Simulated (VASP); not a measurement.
Set up this calculation in VASP 6.6.1, as the native input.

| Item | Value |
| --- | --- |
| Task | single point |
| Functional | r2SCAN |
| Potentials or basis | VASP PAW PBE potentials, release 64 (W_sv, K_sv, Br) |
| Cutoff | 520 eV |
| k mesh | 6 × 6 × 6 |
| Occupations | fermi-dirac, width 0.1 eV |
| Spin | no spin polarisation |
| Dipole correction | no |
| Further INCAR settings | ALGO = Normal; EDIFF = 1e-06; NBANDS = 47 |

Crystal: K2WBr6.

```xyz
9
Lattice="0.0000 5.2019 5.2019 5.2019 0.0000 5.2019 5.2019 5.2019 0.0000" Properties=species:S:1:pos:R:3 pbc="T T T"
W     0.0000    0.0000    0.0000
K     2.6009    2.6009    2.6009
K     7.8028    7.8028    7.8028
Br    7.8765    5.2019    5.2019
Br    5.2019    7.8765    5.2019
Br    2.5273    5.2019    5.2019
Br    5.2019    2.5273    5.2019
Br    5.2019    5.2019    7.8765
Br    5.2019    5.2019    2.5273
```

These files were run (other wordings do the same):

POSCAR

```
K2WBr6
1.0
    0.0000000000      5.2018681374      5.2018681374
    5.2018681374      0.0000000000      5.2018681374
    5.2018681374      5.2018681374      0.0000000000
W K Br
1 2 6
Direct
    0.0000000000      0.0000000000      0.0000000000
    0.2500000000      0.2500000000      0.2500000000
    0.7500000000      0.7500000000      0.7500000000
    0.2429176222      0.7570823778      0.7570823778
    0.7570823778      0.2429176222      0.7570823778
    0.7570823778      0.2429176222      0.2429176222
    0.2429176222      0.7570823778      0.2429176222
    0.7570823778      0.7570823778      0.2429176222
    0.2429176222      0.2429176222      0.7570823778
```

INCAR.step1

```
PREC     = Accurate       # precision mode
ENCUT    = 520            # plane-wave cutoff, eV
ISMEAR   = -1             # smearing method
SIGMA    = 0.1            # smearing width, eV
LREAL    = False          # projectors in reciprocal space
LASPH    = True           # aspherical terms in the spheres
NELM     = 80             # most SCF steps
NBANDS   = 47             # bands
GGA      = PE             # functional
ALGO     = Normal         # electronic algorithm
EDIFF    = 1E-4           # SCF threshold, eV
LWAVE    = True           # write WAVECAR
LCHARG   = False          # write CHGCAR
```

INCAR.step2

```
PREC     = Accurate       # precision mode
ENCUT    = 520            # plane-wave cutoff, eV
EDIFF    = 1E-6           # SCF threshold, eV
ISMEAR   = -1             # smearing method
SIGMA    = 0.1            # smearing width, eV
LREAL    = False          # projectors in reciprocal space
LASPH    = True           # aspherical terms in the spheres
NELM     = 80             # most SCF steps
ALGO     = Normal         # electronic algorithm
ISIF     = 2              # what is computed and relaxed
LWAVE    = False          # write WAVECAR
LCHARG   = False          # write CHGCAR
METAGGA  = R2SCAN         # meta-GGA
LMIXTAU  = True         
NBANDS   = 47             # bands
ISTART   = 1
```

KPOINTS

```
regular mesh
0
Gamma
  6 6 6
```

Potentials or basis: VASP PAW PBE potentials, release 64 (W_sv, K_sv, Br).

The run is started by

```bash
$ cat potpaw_PBE.64/W_sv/POTCAR potpaw_PBE.64/K_sv/POTCAR potpaw_PBE.64/Br/POTCAR > POTCAR
$ cp INCAR.step1 INCAR
$ mpirun -np 1 vasp_std > vasp.out
$ cp INCAR.step2 INCAR
$ mpirun -np 1 vasp_std > vasp.out
```

Results of the run:

```json
{
  "Pressure": "0.0 GPa",
  "Largest force": "0.006 eV/Å",
  "Band gap on the k mesh": "zero (bands 37 and 38 overlap by 0.27 eV)"
}
```

Caveat: the PAW data sets were made with another functional, which shifts forces and pressure a little; spin-orbit coupling is left out, which moves the levels of the heavy elements.

Run time: 13 min on 1 thread of Intel(R) Xeon(R) Platinum 8375C CPU @ 2.90GHz (Ice Lake), on a shared host, peak memory 0.57 GiB.
